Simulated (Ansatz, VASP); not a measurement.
Two plane-wave programs on Sb

Contents of POSCAR:

```
Sb
1.0
    3.3320180998      0.0000000000      0.0000000000
   -1.6660090499      2.8856123203      0.0000000000
    0.0000000000      0.0000000000      5.4334470562
Sb
2
Direct
    0.6666666667      0.3333333333      0.7500000000
    0.3333333333      0.6666666667      0.2500000000
```

File INCAR.step1:

```
ALGO     = Normal         # electronic algorithm
EDIFF    = 1E-5           # SCF threshold, eV
ENCUT    = 520            # plane-wave cutoff, eV
GGA      = PE             # functional
ISIF     = 2              # what is computed and relaxed
ISMEAR   = -1             # smearing method
LASPH    = True           # aspherical terms in the spheres
LREAL    = False          # projectors in reciprocal space
LWAVE    = True           # write WAVECAR
NBANDS   = 12             # bands
NELM     = 60             # most SCF steps
PREC     = Accurate       # precision mode
SIGMA    = 0.05           # smearing width, eV
```

INCAR.step2

```
AEXX     = 0.25           # exact-exchange fraction
ALGO     = Normal         # electronic algorithm
EDIFF    = 1E-6           # SCF threshold, eV
ENCUT    = 520            # plane-wave cutoff, eV
GGA      = PE             # functional
ISIF     = 2              # what is computed and relaxed
ISMEAR   = -1             # smearing method
ISTART   = 1            
LASPH    = True           # aspherical terms in the spheres
LCHARG   = True           # write CHGCAR
LELF     = True           # ELF
LHFCALC  = True           # exact exchange
LREAL    = False          # projectors in reciprocal space
LVHAR    = True         
LWAVE    = False          # write WAVECAR
NBANDS   = 12             # bands
NELM     = 60             # most SCF steps
PREC     = Accurate       # precision mode
PRECFOCK = Normal       
SIGMA    = 0.05           # smearing width, eV
```

Contents of KPOINTS:

```
k-points
0
Gamma
  4 4 4
```

File input.yaml:

```yaml
crystal:
  lattice:
    - [3.3320180998, 0.0, 0.0]
    - [-1.6660090499, 2.8856123203, 0.0]
    - [0.0, 0.0, 5.4334470562]
  atoms:
    - { symbol: Sb, position: [0.6666666667, 0.3333333333, 0.75] }
    - { symbol: Sb, position: [0.3333333333, 0.6666666667, 0.25] }
hamiltonian:
  xc: pbe0
  pseudopotentials: { kind: paw }
kpoints:
  mp_grid: { grid: [4, 4, 4] }
scf:
  occupations: { method: fermi_dirac, width: 0.05 }
output:
  forces: true
  stress: true
  eigenvalues: true
```

Alike in both runs: task single point; functional PBE0; k mesh 4 × 4 × 4; occupations fermi-dirac, width 0.05 eV; no spin polarisation.

|  | VASP | Ansatz |
| --- | --- | --- |
| version | VASP 6.6.1 | Ansatz 0.2.0 |
| potentials or method | VASP PAW PBE potentials, release 64 (Sb) | Ansatz PAW |
| plane-wave cutoff (eV) | 520 | 420 |
| valence electrons in the cell | 10 | 30 |

Ansatz gave:

- gap on the k mesh at the Fermi level (eV): none
- pressure (GPa): -0.5
- traceless stress, the component that is largest in VASP (GPa): 1.53

Q: Which values does VASP return?

A: gap on the k mesh at the Fermi level (eV): none; pressure (GPa): -1.8; traceless stress, the component that is largest in VASP (GPa): 1.23.

A gap of «none» marks a metal or a gap that the smearing closes. The functional is the same, so the differences come from potentials, cutoffs and numerics. VASP's potentials hold 10 valence electrons a cell and Ansatz's 30, so a difference there can come from the potentials and not from the codes.

The k mesh is coarse, so the values compare programs but aren't converged. Spin-orbit coupling is off throughout.
